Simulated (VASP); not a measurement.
# Al (Im-3m) in VASP: notebook, part 2 of 2

VASP 6.6.1. Earlier steps stand in the parts before.

### 4 Single point, BLYP+D3(BJ)

This run uses another cell than the first one, of 15.93 Å³/atom, 1.003 times its volume.

File INCAR:

```
SYSTEM = Al
AGGAC    = 1.0          
AGGAX    = 1.0          
ALDAC    = 0.0          
ALDAX    = 1.0          
ALGO     = Normal         ! electronic algorithm
EDIFF    = 1E-7           ! SCF threshold, eV
ENCUT    = 520            ! plane-wave cutoff, eV
GGA      = B5             ! functional
ISIF     = 2              ! what is computed and relaxed
ISMEAR   = -1             ! smearing method
IVDW     = 12             ! dispersion correction
LASPH    = .TRUE.         ! aspherical terms in the spheres
LCHARG   = .FALSE.        ! write CHGCAR
LREAL    = .FALSE.        ! projectors in reciprocal space
LWAVE    = .FALSE.        ! write WAVECAR
NBANDS   = 8              ! bands
NELM     = 60             ! most SCF steps
PREC     = Accurate       ! precision mode
SIGMA    = 0.15           ! smearing width, eV
VDW_A1   = 0.4298       
VDW_A2   = 4.2359       
VDW_S6   = 1.0          
VDW_S8   = 2.6996
```

File KPOINTS:

```
k-points
0
G
  13 13 13
  0 0 0
```

File POSCAR:

```
Al
1.0
   -1.5849356293      1.5849356293      1.5849356293
    1.5849356293     -1.5849356293      1.5849356293
    1.5849356293      1.5849356293     -1.5849356293
Al
1
Direct
    0.0000000000      0.0000000000      0.0000000000
```

Potentials or basis: VASP PAW PBE potentials, release 64 (Al).

On the command line:

```sh
$ cat potpaw_PBE.64/Al/POTCAR > POTCAR
$ mpirun -np 1 vasp_std > vasp.out
```

OUTCAR:

```text
SYSTEM = Al
   EDIFF = 1E-7
   ENCUT = 520
   GGA = B5
   ISIF = 2
   ISMEAR = -1
   IVDW = 12
   LASPH = .TRUE.
   LREAL = .FALSE.
   NELM = 60
   PREC = Accurate
 IVDW          = 12

 ion  position               nearest neighbor table
   1  0.000  0.000  0.000-

  LATTYP: Found a body centered cubic cell.
 ALAT       =     3.1698712586

  Lattice vectors:

 A1 = (  -1.5849356293,   1.5849356293,   1.5849356293)
 A2 = (   1.5849356293,  -1.5849356293,   1.5849356293)
 A3 = (   1.5849356293,   1.5849356293,  -1.5849356293)

Analysis of symmetry for initial positions (statically):
=====================================================================
 Subroutine PRICEL returns:
 Original cell was already a primitive cell.

 Routine SETGRP: Setting up the symmetry group for a
 body centered cubic supercell.

 Subroutine GETGRP returns: Found 48 space group operations
 (whereof 48 operations were pure point group operations)
 out of a pool of 48 trial point group operations.

The static configuration has the point symmetry O_h .

Analysis of symmetry for dynamics (positions and initial velocities):
=====================================================================
 Subroutine PRICEL returns:
 Original cell was already a primitive cell.

 Routine SETGRP: Setting up the symmetry group for a
 body centered cubic supercell.

 Subroutine GETGRP returns: Found 48 space group operations
 (whereof 48 operations were pure point group operations)
 out of a pool of 48 trial point group operations.

The dynamic configuration has the point symmetry O_h .

 Subroutine INISYM returns: Found 48 space group operations
 (whereof 48 operations are pure point group operations),
 and found     1 'primitive' translations

----------------------------------------------------------------------------------------

[... 109 lines left out ...]
     AMIX     =   0.40;   BMIX     =  1.00
     AMIX_MAG =   1.60;   BMIX_MAG =  1.00
  volume/ion in A,a.u.               =      15.93       107.47
  Fermi-wavevector in a.u.,A,eV,Ry     =   0.938463  1.773437 11.982814  0.880712
  Thomas-Fermi vector in A             =   2.065677
   LORBIT       =      0    0 simple, 1 ext, 2 COOP (PROOUT), +10 PAW based schemes
   GGA     = B5    functional components
   LHFCALC =     F    Hartree Fock is set to
   AEXX    =    0.0000 exact exchange contribution
   IVDW    =    12    specifies the selected vdW correction
   LEPSILON=     F    determine dielectric tensor
   LRPA    =     F    only Hartree local field effects (RPA)
 non-spin polarized calculation
  energy-cutoff  :      520.00
  volume of cell :       15.93
 maximum number of plane-waves:       442
   NGX = 11   NGY = 11   NGZ = 11

 number of electron       3.0000000 magnetization

 Free energy of the ion-electron system (eV)
  ---------------------------------------------------
  ext. energy  EPLUGINS =         0.00000000
  ---------------------------------------------------
  free energy    TOTEN  =        -2.58278721 eV

  energy without entropy =       -2.55315175  energy(sigma->0) =       -2.56796948

 E-fermi :   8.8644     XC(G=0):  -9.8104

 val. band max:        8.7715755592   @ k =   0.2308   0.2308   0.1538
 cond. band min:       8.9032698460   @ k =  -0.3846   0.3846   0.1538
 fundamental gap:      0.1316942867
 Fermi energy:         8.8643823478

 k-point     1 :       0.0000    0.0000    0.0000
  band No.  band energies     occupation
      1      -2.5061      2.00000
      2      22.2502      0.00000
      3      22.2502      0.00000
      4      22.2502      0.00000
      5      23.7839      0.00000
      6      23.7839      0.00000
      7      23.7839      0.00000
      8      25.5629      0.00000
[... 243 lines left out ...]
 k-point    24 :       0.2308    0.0769    0.0769
  band No.  band energies     occupation
      1       0.5951      2.00000
      2      11.3130      0.00000
      3      15.1841      0.00000
      4      15.6922      0.00000
      5      23.5525      0.00000
      6      24.0407      0.00000
      7      27.6828      0.00000
      8      27.9656      0.00000

 [... further k-points ...]

------------------------ aborting loop because EDIFF is reached ----------------------------------------

 Edisp (eV)   -0.80248

 E8    (eV) :    -0.5964

  FORCE on cell =-STRESS in cart. coord.  units (eV):
  Direction    XX          YY          ZZ          XY          YZ          ZX
  --------------------------------------------------------------------------------------
  -------------------------------------------------------------------------------------
  Total       0.01661     0.01661     0.01661     0.00000     0.00000     0.00000
  in kB       1.67079     1.67079     1.67079     0.00000     0.00000     0.00000
  external pressure =        1.67 kB  Pullay stress =        0.00 kB

 VOLUME and BASIS-vectors are now :
 -----------------------------------------------------------------------------
  energy-cutoff  :      520.00
  volume of cell :       15.93
      direct lattice vectors                 reciprocal lattice vectors
    -1.584935629  1.584935629  1.584935629     0.000000000  0.315470225  0.315470225
     1.584935629 -1.584935629  1.584935629     0.315470225  0.000000000  0.315470225
     1.584935629  1.584935629 -1.584935629     0.315470225  0.315470225  0.000000000

 POSITION                                       TOTAL-FORCE (eV/Angst)
 -----------------------------------------------------------------------------------
      0.00000      0.00000      0.00000         0.000000     -0.000000      0.000000
 -----------------------------------------------------------------------------------
    total drift:                                0.000000      0.000000     -0.000000

  FREE ENERGIE OF THE ION-ELECTRON SYSTEM (eV)
  ---------------------------------------------------
  free  energy   TOTEN  =        -3.3852682418 eV

  energy  without entropy=       -3.3556327856  energy(sigma->0) =       -3.37045051
```

stdout:

```text
POSCAR found type information on POSCAR Al
 POSCAR found :  1 types and       1 ions
 scaLAPACK will be used
 -----------------------------------------------------------------------------
|                                                                             |
|                                                                             |
|     You enforced a specific xc type in the INCAR file but a different       |
|     I HOPE YOU KNOW WHAT YOU ARE DOING!                                     |
|                                                                             |
 -----------------------------------------------------------------------------

 LDA part: xc-table for (Slater(with rela. corr.)+VWN5), standard interpolation
 POSCAR, INCAR and KPOINTS ok, starting setup
 FFT: planning ... GRIDC
 FFT: planning ... GRID_SOFT
 FFT: planning ... GRID
 WAVECAR not read
 entering main loop
```

It took 11 s on 1 thread of AMD EPYC 7R13, shared host; peak memory 0.13 GiB.

What came out:

```yaml
Free_energy: -3.3853 eV
Pressure: 0.2 GPa
Dispersion_energy_per_atom: -0.802 eV
```

Caveat: the PAW data sets were made with another functional, which shifts forces and pressure a little; pairwise dispersion overbinds metals, which lowers pressure and volume.

### 5 Relaxation of cell and atoms, PBEsol+D3(BJ)

This run uses another cell than the first one, of 16.12 Å³/atom, 1.015 times its volume.

File INCAR:

```
SYSTEM = Al
PREC = Accurate
ENCUT = 600
EDIFF = 1E-6
ISMEAR = -1
SIGMA = 0.15
LREAL = .False.
LASPH = .True.
NELM = 80
ALGO = Normal
ISIF = 3
LWAVE = .False.
LCHARG = .False.
GGA = PS
IVDW = 12
IBRION = 2
NSW = 100
EDIFFG = -0.03
```

File KPOINTS:

```
Automatic mesh
0
Gamma
  13 13 13
  0 0 0
```

File POSCAR:

```
Al
1.0
   -1.5912200000      1.5912200000      1.5912200000
    1.5912200000     -1.5912200000      1.5912200000
    1.5912200000      1.5912200000     -1.5912200000
Al
1
Direct
    0.0000000000      0.0000000000      0.0000000000
```

On the command line:

```sh
$ cat potpaw_PBE.64/Al/POTCAR > POTCAR
$ mpirun -np 1 vasp_std > vasp.out
```

It took 9.5 s on 1 thread of AMD EPYC 7R13, shared host; peak memory 0.14 GiB.

Results (log left out):

```
Free energy                            : -4.3335 eV
Relaxed volume                         : 15.85 Å³/atom
Relaxed cell                           : a = 2.741 Å, b = 2.741 Å, c = 2.741 Å, α = 109.47°, β = 109.47°, γ = 109.47°
Space group after relaxing (to 0.05 Å) : Im-3m (No. 229)
Energy gained by relaxing              : 0.8 meV/atom
Ionic steps                            : 2
Pressure after relaxing                : 0.2 GPa
Dispersion energy per atom             : -0.331 eV
```

Step by step:
```tsv
step	energy change (eV)	largest force (eV/Å)	pressure (GPa)	volume (Å³)
1	0.0000	0.0000	-1.13	16.12
2	-0.0008	0.0000	0.19	15.85
```

Final structure:
```cif
data_structure
_symmetry_space_group_name_H-M 'P 1'
_symmetry_Int_Tables_number 1
_cell_length_a 2.7410
_cell_length_b 2.7410
_cell_length_c 2.7410
_cell_angle_alpha 109.471
_cell_angle_beta 109.471
_cell_angle_gamma 109.471
_cell_volume 15.85
loop_
_atom_site_label
_atom_site_type_symbol
_atom_site_fract_x
_atom_site_fract_y
_atom_site_fract_z
_atom_site_occupancy
Al1 Al 0.00000 0.00000 0.00000 1
```

Levels at points of the mesh, in eV from the Fermi level:
```csv
k point,band 1,band 2,band 3,band 4
"(0.00, 0.00, 0.00)",-11.42,13.47,13.47,13.47
```

Caveat: the PAW data sets were made with another functional, which shifts forces and pressure a little; pairwise dispersion overbinds metals, which lowers pressure and volume.

### 6 The runs side by side

```csv
task,level,potentials or basis,cell,cutoff (eV),gap on the mesh (eV),pressure (GPa)
single point,PBEsol+D3(BJ),"VASP PAW PBE potentials, release 64 (Al)","a = 2.742 Å, angles 109.5°, 1 atom",520,none,0.1
single point,LDA,"VASP PAW LDA potentials, release 64 (Al)","a = 2.760 Å, angles 109.5°, 1 atom",520,none,0.1
single point,BLYP+D3(BJ),"VASP PAW PBE potentials, release 64 (Al)","a = 2.745 Å, angles 109.5°, 1 atom",520,none,0.2
relaxation of cell and atoms,PBEsol+D3(BJ),"VASP PAW PBE potentials, release 64 (Al)","relaxed from a = 2.756 Å, angles 109.5°, 1 atom",600,none,0.2
```

Alike in all rows: no spin polarisation; k mesh 13 × 13 × 13; smearing fermi-dirac 0.15 eV.

Caveats: the PAW data sets were made with another functional, which shifts forces and pressure a little (some runs); pairwise dispersion overbinds metals, which lowers pressure and volume (some runs).

Absolute energies hang on the potentials; compare differences alone.
